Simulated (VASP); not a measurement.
Runs of VASP 6.6.1 on ReS. The structure is that of space group Fm-3m (No. 225), or close to it. The cells are those of the table. 

```csv
potentials or basis,spin,cell,k mesh,cutoff (eV),second run,gap on the mesh (eV),pressure (GPa),moment (μB)
"VASP PAW PBE potentials, release 64 (Re, S)","collinear, ferromagnetic start","a = 3.386 Å, angles 60.0°, 2 atoms",14 × 14 × 14,520,-,none,22.3,0.01
"VASP PAW PBE potentials, release 64 (Re, S)","collinear, ferromagnetic start","a = 3.491 Å, angles 60.0°, 2 atoms",14 × 14 × 14,520,-,none,1.0,(a)
"VASP PAW PBE potentials, release 64 (Re_sv_GW, S)","collinear, ferromagnetic start","a = 3.481 Å, angles 60.0°, 2 atoms",14 × 14 × 14,500,valence_matched,none,0.2,0.90
"VASP PAW PBE potentials, release 64 (Re, S)",off,"a = 3.483 Å, angles 60.0°, 2 atoms",8 × 8 × 8,520,-,none,0.8,-
"VASP PAW PBE potentials, release 64 (Re, S)","collinear, ferromagnetic start","a = 3.434 Å, angles 60.0°, 2 atoms",14 × 14 × 14,520,-,none,(b),0.01
"VASP PAW PBE potentials, release 64 (Re_sv_GW, S)","collinear, ferromagnetic start","a = 3.232 Å, angles 60.0°, 2 atoms",14 × 14 × 14,500,valence_matched,none,73.5,0.00
"VASP PAW PBE potentials, release 64 (Re, S)","collinear, ferromagnetic start","a = 3.481 Å, angles 60.0°, 2 atoms",14 × 14 × 14,520,-,none,2.4,0.86
"VASP PAW PBE potentials, release 64 (Re_sv_GW, S)","collinear, ferromagnetic start","a = 3.434 Å, angles 60.0°, 2 atoms",14 × 14 × 14,500,valence_matched,none,7.7,0.01
"VASP PAW PBE potentials, release 64 (Re, S)","collinear, ferromagnetic start","a = 3.311 Å, angles 60.0°, 2 atoms",14 × 14 × 14,520,-,none,46.1,0.00
"VASP PAW PBE potentials, release 64 (Re_sv_GW, S)","collinear, ferromagnetic start","a = 3.491 Å, angles 60.0°, 2 atoms",14 × 14 × 14,500,valence_matched,none,-1.1,1.00
"VASP PAW PBE potentials, release 64 (Re_sv_GW, S)","collinear, ferromagnetic start","a = 3.311 Å, angles 60.0°, 2 atoms",14 × 14 × 14,500,valence_matched,none,(c),0.00
```

Alike in all rows: task single point; level PBE; smearing gaussian 0.1 eV.

Question: Fill in the values left out.

Answer: (a) 0.95; (b) 10.5; (c) 41.4.

Caveats: spin-orbit coupling is left out, which moves the levels of the heavy elements.

A k mesh can miss the band edges, and the runs leave out spin-orbit coupling on Re.

A gap of «none» marks levels without a gap at the run's occupations.

The runs don't all hold the same shells in valence.
